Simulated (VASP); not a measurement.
# Na (Im-3m) in VASP: a series of runs

Na is run at these levels: LDA; tasks: single point.

Everything below comes from runs of VASP 6.6.1. Logs are shortened: lines on timing, memory, paths and dates and some standing lists are left out, and cuts for length are marked.

### 1 The cell of the first run

The structure is cubic, space group Im-3m (No. 229). Conventional cell: a = 3.422 Å, b = 3.422 Å, c = 3.422 Å, α = 90.00°, β = 90.00°, γ = 90.00°. Na (site symmetry m-3m) has 14 Na at 2.96 to 3.42 Å within 3.9 Å.

### 2 Single point, LDA (20.04 Å³/atom)

INCAR

```
SYSTEM = Na
PREC = Accurate ; ENCUT = 520
EDIFF = 1E-7 ; ISMEAR = -1
SIGMA = 0.05 ; LREAL = .FALSE.
LASPH = .TRUE. ; NELM = 60
ALGO = Normal ; ISIF = 2
LWAVE = .FALSE. ; LCHARG = .FALSE.
GGA = CA ; NBANDS = 10
```

KPOINTS

```
Automatic mesh
0
G
  13 13 13
  0 0 0
```

POSCAR

```
Na
1.0
   -1.7110810168      1.7110810168      1.7110810168
    1.7110810168     -1.7110810168      1.7110810168
    1.7110810168      1.7110810168     -1.7110810168
Na
1
Direct
    0.0000000000      0.0000000000      0.0000000000
```

Potentials or basis: VASP PAW LDA potentials, release 64 (Na_pv).

Run with:

```console
cat potpaw_LDA.64/Na_pv/POTCAR > POTCAR
mpirun -np 1 vasp_std > vasp.out
```

OUTCAR:

```text
SYSTEM = Na
   PREC = Accurate
   ENCUT = 520
   EDIFF = 1E-7
   ISMEAR = -1
   LREAL = .FALSE.
   LASPH = .TRUE.
   NELM = 60
   ISIF = 2
   GGA = CA

 ion  position               nearest neighbor table
   1  0.000  0.000  0.000-

  LATTYP: Found a body centered cubic cell.
 ALAT       =     3.4221620336

  Lattice vectors:

 A1 = (  -1.7110810168,   1.7110810168,   1.7110810168)
 A2 = (   1.7110810168,  -1.7110810168,   1.7110810168)
 A3 = (   1.7110810168,   1.7110810168,  -1.7110810168)

Analysis of symmetry for initial positions (statically):
=====================================================================
 Subroutine PRICEL returns:
 Original cell was already a primitive cell.

 Routine SETGRP: Setting up the symmetry group for a
 body centered cubic supercell.

 Subroutine GETGRP returns: Found 48 space group operations
 (whereof 48 operations were pure point group operations)
 out of a pool of 48 trial point group operations.

The static configuration has the point symmetry O_h .

Analysis of symmetry for dynamics (positions and initial velocities):
=====================================================================
 Subroutine PRICEL returns:
 Original cell was already a primitive cell.

 Routine SETGRP: Setting up the symmetry group for a
 body centered cubic supercell.

 Subroutine GETGRP returns: Found 48 space group operations
 (whereof 48 operations were pure point group operations)
 out of a pool of 48 trial point group operations.

The dynamic configuration has the point symmetry O_h .

 Subroutine INISYM returns: Found 48 space group operations
 (whereof 48 operations are pure point group operations),
 and found     1 'primitive' translations

----------------------------------------------------------------------------------------

                                     Primitive cell

  volume of cell :      20.0388

  direct lattice vectors                    reciprocal lattice vectors
    -1.711081017  1.711081017  1.711081017     0.000000000  0.292212932  0.292212932
     1.711081017 -1.711081017  1.711081017     0.292212932  0.000000000  0.292212932
     1.711081017  1.711081017 -1.711081017     0.292212932  0.292212932  0.000000000

  length of vectors
     2.963679257  2.963679257  2.963679257     0.413251491  0.413251491  0.413251491

  position of ions in fractional coordinates (direct lattice)
     0.000000000  0.000000000  0.000000000

  ion indices of the primitive-cell ions
   primitive index   ion index
                 1           1

----------------------------------------------------------------------------------------

 KPOINTS: Automatic mesh

Automatic generation of k-mesh.
 Grid dimensions read from file:
 generate k-points for:   13   13   13

 Generating k-lattice:

  Cartesian coordinates                     Fractional coordinates (reciprocal lattice)
     0.000000000  0.022477918  0.022477918     0.076923077  0.000000000  0.000000000
     0.022477918  0.000000000  0.022477918     0.000000000  0.076923077  0.000000000
     0.022477918  0.022477918  0.000000000     0.000000000  0.000000000  0.076923077

  Length of vectors
     0.031788576  0.031788576  0.031788576

  Shift w.r.t. Gamma in fractional coordinates (k-lattice)
     0.000000000  0.000000000  0.000000000

 Subroutine IBZKPT returns following result:
 ===========================================

 Found     84 irreducible k-points:

 Following reciprocal coordinates:
            Coordinates               Weight
  0.000000  0.000000  0.000000      1.000000
  0.076923  0.000000  0.000000     12.000000
  0.153846  0.000000  0.000000     12.000000
  0.230769  0.000000  0.000000     12.000000
  0.307692  0.000000  0.000000     12.000000
  0.384615  0.000000  0.000000     12.000000
[... 16 lines left out ...]
  0.153846  0.076923  0.076923     24.000000
  0.230769  0.076923  0.076923     24.000000
 [... further k-points ...]
   k-points           NKPTS =     84   k-points in BZ     NKDIM =     84   number of bands    NBANDS=     10
   number of dos      NEDOS =    301   number of ions     NIONS =      1
   total plane-waves  NPLWV =  13824
   dimension x,y,z NGX =    24 NGY =   24 NGZ =   24
   dimension x,y,z NGXF=    48 NGYF=   48 NGZF=   48
   ions per type =               1
   NGX,Y,Z   is equivalent  to a cutoff of  13.46, 13.46, 13.46 a.u.
   NGXF,Y,Z  is equivalent  to a cutoff of  26.93, 26.93, 26.93 a.u.
 SYSTEM =  Na
   PREC   = accura    normal or accurate (medium, high low for compatibility)
   ISTART =      0    job   : 0-new  1-cont  2-samecut
   ICHARG =      2    charge: 1-file 2-atom 10-const
   ISPIN  =      1    spin polarized calculation?
   LNONCOLLINEAR =      F non collinear calculations
   LSORBIT =      F    spin-orbit coupling
   LASPH  =      T    aspherical Exc in radial PAW
   ENCUT  =  520.0 eV  38.22 Ry    6.18 a.u.   5.51  5.51  5.51*2*pi/ulx,y,z
   NELM   =     60;   NELMIN=  2; NELMDL= -5     # of ELM steps
   EDIFF  = 0.1E-06   stopping-criterion for ELM
   LREAL  =      F    real-space projection
   EDIFFG = 0.1E-05   stopping-criterion for IOM
   NSW    =      0    number of steps for IOM
   IBRION =     -1    ionic relax: 0-MD 1-quasi-New 2-CG
   NFREE  =      0    steps in history (QN), initial steepest desc. (CG)
   ISIF   =      2    stress and relaxation
   ISYM   =      2    0-nonsym 1-usesym 2-fastsym
   POTIM  = 0.5000    time-step for ionic-motion
   TEBEG  =    0.0;   TEEND  =   0.0 temperature during run
   PSTRESS=    0.0 pullay stress
   NELECT =       7.0000    total number of electrons
   NUPDOWN=      -1.0000    fix difference up-down
   EMIN   =  10.00;   EMAX   =-10.00  energy-range for DOS
   EFERMI =   0.00;   METHOD = LEGACY
   ISMEAR =    -1;   SIGMA  =   0.05  broadening in eV -4-tet -1-fermi 0-gaus
   EFERMI_NEDOS =   21; number of points for ismear=-14 and -15
   IALGO  =     38    algorithm
   IMIX   =      4    mixing-type and parameters
     AMIX     =   0.40;   BMIX     =  1.00
     AMIX_MAG =   1.60;   BMIX_MAG =  1.00
  volume/ion in A,a.u.               =      20.04       135.23
  Fermi-wavevector in a.u.,A,eV,Ry     =   1.152967  2.178792 18.086677  1.329333
  Thomas-Fermi vector in A             =   2.289614
   LORBIT       =      0    0 simple, 1 ext, 2 COOP (PROOUT), +10 PAW based schemes
   GGA     = CA    functional components
   LHFCALC =     F    Hartree Fock is set to
   AEXX    =    0.0000 exact exchange contribution
   IVDW    =     0    specifies the selected vdW correction
   LEPSILON=     F    determine dielectric tensor
   LRPA    =     F    only Hartree local field effects (RPA)
 non-spin polarized calculation
  energy-cutoff  :      520.00
  volume of cell :       20.04
 maximum number of plane-waves:       555
 NGX is ok and might be reduce to    24
   NGX = 11   NGY = 11   NGZ = 11

 number of electron       6.9999995 magnetization

 Free energy of the ion-electron system (eV)
  ---------------------------------------------------
  ext. energy  EPLUGINS =         0.00000000
  ---------------------------------------------------
  free energy    TOTEN  =        -1.12240692 eV

  energy without entropy =       -1.11883997  energy(sigma->0) =       -1.12062345

 E-fermi :   2.6976     XC(G=0):  -8.7364

 val. band max:        2.5814732525   @ k =  -0.3077   0.3077   0.3077
 cond. band min:       2.7198802422   @ k =  -0.3077   0.3846   0.2308
 fundamental gap:      0.1384069897
 Fermi energy:         2.6975920786

 k-point     1 :       0.0000    0.0000    0.0000
  band No.  band energies     occupation
      1     -22.1618      2.00000
      2     -22.1618      2.00000
      3     -22.1618      2.00000
      4      -2.2234      2.00000
      5      18.6923      0.00000
      6      18.6923      0.00000
      7      18.6923      0.00000
      8      20.3404      0.00000
      9      20.3404      0.00000
     10      21.3883      0.00000

 k-point     2 :       0.0769    0.0000    0.0000
  band No.  band energies     occupation
      1     -22.1780      2.00000
      2     -22.1664      2.00000
      3     -22.1620      2.00000
      4      -2.0597      2.00000
      5      17.0632      0.00000
      6      17.8018      0.00000
      7      18.5122      0.00000
      8      19.4195      0.00000
      9      19.5839      0.00000
     10      22.3802      0.00000

 k-point     3 :       0.1538    0.0000    0.0000
  band No.  band energies     occupation
      1     -22.2224      2.00000
      2     -22.1791      2.00000
      3     -22.1624      2.00000
      4      -1.5747      2.00000
      5      14.3037      0.00000
      6      16.4749      0.00000
      7      18.1012      0.00000
      8      18.3214      0.00000
      9      19.5382      0.00000
     10      23.4109      0.00000

 k-point     4 :       0.2308    0.0000    0.0000
  band No.  band energies     occupation
      1     -22.2838      2.00000
      2     -22.1971      2.00000
      3     -22.1630      2.00000
      4      -0.7854      2.00000
      5      11.6653      0.00000
      6      15.3301      0.00000
      7      17.4314      0.00000
      8      17.6556      0.00000
      9      19.3811      0.00000
     10      23.7263      0.00000
[... 222 lines left out ...]
 k-point    22 :       0.0769    0.0769    0.0769
  band No.  band energies     occupation
      1     -22.2522      2.00000
      2     -22.1727      2.00000
      3     -22.1727      2.00000
      4      -1.2561      2.00000
      5      14.0515      0.00000
      6      14.0515      0.00000
      7      17.0018      0.00000
      8      20.4381      0.00000
      9      20.4381      0.00000
     10      22.2991      0.00000

 k-point    23 :       0.1538    0.0769    0.0769
  band No.  band energies     occupation
      1     -22.3038      2.00000
      2     -22.1919      2.00000
      3     -22.1744      2.00000
      4      -0.4755      2.00000
      5      11.6863      0.00000
      6      12.9639      0.00000
      7      16.1004      0.00000
      8      20.2403      0.00000
      9      20.8172      0.00000
     10      23.8652      0.00000

 k-point    24 :       0.2308    0.0769    0.0769
  band No.  band energies     occupation
      1     -22.3534      2.00000
      2     -22.2163      2.00000
      3     -22.1762      2.00000
      4       0.5826      2.00000
      5       9.3839      0.00000
      6      12.1496      0.00000
      7      15.3966      0.00000
      8      19.6387      0.00000
      9      20.9806      0.00000
     10      24.7459      0.00000

 [... further k-points ...]

------------------------ aborting loop because EDIFF is reached ----------------------------------------

  FORCE on cell =-STRESS in cart. coord.  units (eV):
  Direction    XX          YY          ZZ          XY          YZ          ZX
  --------------------------------------------------------------------------------------
  -------------------------------------------------------------------------------------
  Total        1.5192820      1.5192820      1.5192820      0.0000000     -0.0000000      0.0000000
  in kB      121.4723055    121.4723055    121.4723055      0.0000000     -0.0000000      0.0000000
  external PRESSURE =     121.4723055 kB  Pullay stress =       0.0000000 kB

 VOLUME and BASIS-vectors are now :
 -----------------------------------------------------------------------------
  energy-cutoff  :      520.00
  volume of cell :       20.04
      direct lattice vectors                 reciprocal lattice vectors
    -1.711081017  1.711081017  1.711081017     0.000000000  0.292212932  0.292212932
     1.711081017 -1.711081017  1.711081017     0.292212932  0.000000000  0.292212932
     1.711081017  1.711081017 -1.711081017     0.292212932  0.292212932  0.000000000

 POSITION                                       TOTAL-FORCE (eV/Angst)
 -----------------------------------------------------------------------------------
      0.00000      0.00000      0.00000        -0.000000      0.000000     -0.000000
 -----------------------------------------------------------------------------------
    total drift:                               -0.000000      0.000000      0.000000

  FREE ENERGIE OF THE ION-ELECTRON SYSTEM (eV)
  ---------------------------------------------------
  free  energy   TOTEN  =        -1.1224069214 eV

  energy  without entropy=       -1.1188399696  energy(sigma->0) =       -1.12062345
```

It took 24 s on 1 thread of AMD EPYC 7R13, shared host; peak memory 0.1 GiB.

What came out:

* Free energy: -1.1224 eV
* Pressure: 12.1 GPa
* Band gap on the k mesh: zero (an odd number of electrons rules out a gap without spin polarisation)

Caveat: the cell stands under pressure.

### 3 Single point, LDA

INCAR

```
SYSTEM = Na
PREC     = Accurate       ! precision mode
ENCUT    = 520            ! plane-wave cutoff, eV
EDIFF    = 1E-7           ! SCF threshold, eV
ISMEAR   = -1             ! smearing method
SIGMA    = 0.05           ! smearing width, eV
LREAL    = .FALSE.        ! projectors in reciprocal space
LASPH    = .TRUE.         ! aspherical terms in the spheres
NELM     = 80             ! most SCF steps
ALGO     = Normal         ! electronic algorithm
ISIF     = 2              ! what is computed and relaxed
LWAVE    = .FALSE.        ! write WAVECAR
LCHARG   = .FALSE.        ! write CHGCAR
NBANDS   = 10             ! bands
```

KPOINTS is that of step 2.

POSCAR is that of step 2.

Potentials or basis: VASP PAW LDA potentials, release 64 (Na_pv).

Run with:

```console
cat potpaw_LDA.64/Na_pv/POTCAR > POTCAR
mpirun -np 1 vasp_std > vasp.out
```

Wall time 16 s (1 thread of AMD EPYC 7R13, shared host); peak memory 0.1 GiB.

The run converged. Its results:

```yaml
Free_energy: -1.1224 eV
Pressure: 12.1 GPa
Band_gap_on_the_k_mesh: zero (an odd number of electrons rules out a gap without spin polarisation)
```

Levels at points of the mesh, in eV from the Fermi level:
| k point | band 1 | band 2 | band 3 | band 4 | band 5 | band 6 | band 7 | band 8 |
| --- | --- | --- | --- | --- | --- | --- | --- | --- |
| (0.00, 0.00, 0.00) | -24.86 | -24.86 | -24.86 | -4.92 | 15.99 | 15.99 | 15.99 | 17.64 |

Caveat: the cell stands under pressure.

### 4 Single point, LDA (22.71 Å³/atom)

This run uses another cell than the first one, of 22.71 Å³/atom.

INCAR

```
PREC = Accurate
ENCUT = 520
EDIFF = 1E-6
ISMEAR = -1
SIGMA = 0.05
LREAL = F
LASPH = T
NELM = 100
ALGO = Normal
ISIF = 2
LWAVE = F
LCHARG = T
LELF = T
LVHAR = T
NBANDS = 10
```

KPOINTS

```
regular mesh
0
Gamma
  13 13 13
```

POSCAR

```
Na
1.0
   -1.7839792305      1.7839792305      1.7839792305
    1.7839792305     -1.7839792305      1.7839792305
    1.7839792305      1.7839792305     -1.7839792305
Na
1
Direct
    0.0000000000      0.0000000000      0.0000000000
```

Potentials or basis: VASP PAW LDA potentials, release 64 (Na_pv).

Run with:

```console
cat potpaw_LDA.64/Na_pv/POTCAR > POTCAR
mpirun -np 1 vasp_std > vasp.out
```

OUTCAR:

```text
PREC = Accurate
   ENCUT = 520
   EDIFF = 1E-6
   ISMEAR = -1
   LREAL = F
   LASPH = T
   NELM = 100
   ISIF = 2

 ion  position               nearest neighbor table
   1  0.000  0.000  0.000-

  LATTYP: Found a body centered cubic cell.
 ALAT       =     3.5679584610

  Lattice vectors:

 A1 = (  -1.7839792305,   1.7839792305,   1.7839792305)
 A2 = (   1.7839792305,  -1.7839792305,   1.7839792305)
 A3 = (   1.7839792305,   1.7839792305,  -1.7839792305)

Analysis of symmetry for initial positions (statically):
=====================================================================
 Subroutine PRICEL returns:
 Original cell was already a primitive cell.

 Routine SETGRP: Setting up the symmetry group for a
 body centered cubic supercell.

 Subroutine GETGRP returns: Found 48 space group operations
 (whereof 48 operations were pure point group operations)
 out of a pool of 48 trial point group operations.

The static configuration has the point symmetry O_h .

Analysis of symmetry for dynamics (positions and initial velocities):
[... 164 lines left out ...]
  band No.  band energies     occupation
      1     -22.7716      2.00000
      2     -22.7716      2.00000
      3     -22.7716      2.00000
      4      -2.5096      2.00000
      5      17.0598      0.00000
      6      17.0598      0.00000
      7      17.0598      0.00000
      8      18.5709      0.00000
      9      18.5709      0.00000
     10      19.5227      0.00000
[... 287 lines left out ...]
 k-point    24 :       0.2308    0.0769    0.0769
  band No.  band energies     occupation
      1     -22.9031      2.00000
      2     -22.8098      2.00000
      3     -22.7814      2.00000
      4       0.0649      2.00000
      5       8.3252      0.00000
      6      10.9516      0.00000
      7      13.5870      0.00000
      8      17.8652      0.00000
      9      19.0359      0.00000
     10      22.4877      0.00000

 [... further k-points ...]

------------------------ aborting loop because EDIFF is reached ----------------------------------------

  FORCE on cell =-STRESS in cart. coord.  units (eV):
  Direction    XX          YY          ZZ          XY          YZ          ZX
  --------------------------------------------------------------------------------------
  -------------------------------------------------------------------------------------
  Total        1.0074443      1.0074443      1.0074443     -0.0000000      0.0000000     -0.0000000
  in kB       71.0726084     71.0726084     71.0726084     -0.0000000      0.0000000     -0.0000000
  external PRESSURE =      71.0726084 kB  Pullay stress =       0.0000000 kB

 VOLUME and BASIS-vectors are now :
 -----------------------------------------------------------------------------
  energy-cutoff  :      520.00
  volume of cell :       22.71
      direct lattice vectors                 reciprocal lattice vectors
    -1.783979230  1.783979230  1.783979230     0.000000000  0.280272321  0.280272321
     1.783979230 -1.783979230  1.783979230     0.280272321  0.000000000  0.280272321
     1.783979230  1.783979230 -1.783979230     0.280272321  0.280272321  0.000000000

 POSITION                                       TOTAL-FORCE (eV/Angst)
 -----------------------------------------------------------------------------------
      0.00000      0.00000      0.00000        -0.000000      0.000000      0.000000
 -----------------------------------------------------------------------------------
    total drift:                               -0.000000      0.000000      0.000000

  FREE ENERGIE OF THE ION-ELECTRON SYSTEM (eV)
  ---------------------------------------------------
  free  energy   TOTEN  =        -1.2804583143 eV

  energy  without entropy=       -1.2767617110  energy(sigma->0) =       -1.27861001
```

It took 19 s on 1 thread of AMD EPYC 7R13, shared host; peak memory 0.1 GiB.

Results:

```yaml
Free_energy: -1.2805 eV
Pressure: 7.1 GPa
Band_gap_on_the_k_mesh: zero (an odd number of electrons rules out a gap without spin polarisation)
```

Levels at points of the mesh, in eV from the Fermi level:
```csv
k point,band 1,band 2,band 3,band 4,band 5,band 6
"(0.00, 0.00, 0.00)",-24.81,-24.81,-24.81,-4.54,15.03,15.03
```

Caveat: the cell stands under pressure.

### 5 Single point, LDA (22.71 Å³/atom)

This run uses another cell than the first one, of 22.71 Å³/atom.

INCAR

```
PREC = Accurate
ENCUT = 520
EDIFF = 1E-7
ISMEAR = -1
SIGMA = 0.05
LREAL = False
LASPH = True
NELM = 100
ALGO = Normal
ISIF = 2
LWAVE = False
LCHARG = False
GGA = CA
NBANDS = 10
```

KPOINTS

```
Automatic mesh
0
Gamma
  13 13 13
```

POSCAR is that of step 4.

Run with:

```console
cat potpaw_LDA.64/Na_pv/POTCAR > POTCAR
mpirun -np 1 vasp_std > vasp.out
```

It took 18 s on 1 thread of AMD EPYC 7R13, shared host; peak memory 0.1 GiB.

Results (log left out):

| Property | Result |
| --- | --- |
| Free energy | -1.2805 eV |
| Pressure | 7.2 GPa |
| Band gap on the k mesh | zero (an odd number of electrons rules out a gap without spin polarisation) |

Levels at points of the mesh, in eV from the Fermi level:
```tsv
k point	band 1	band 2	band 3	band 4	band 5	band 6	band 7
(0.00, 0.00, 0.00)	-24.81	-24.81	-24.81	-4.54	15.03	15.03	15.03
```

Caveat: the cell stands under pressure.
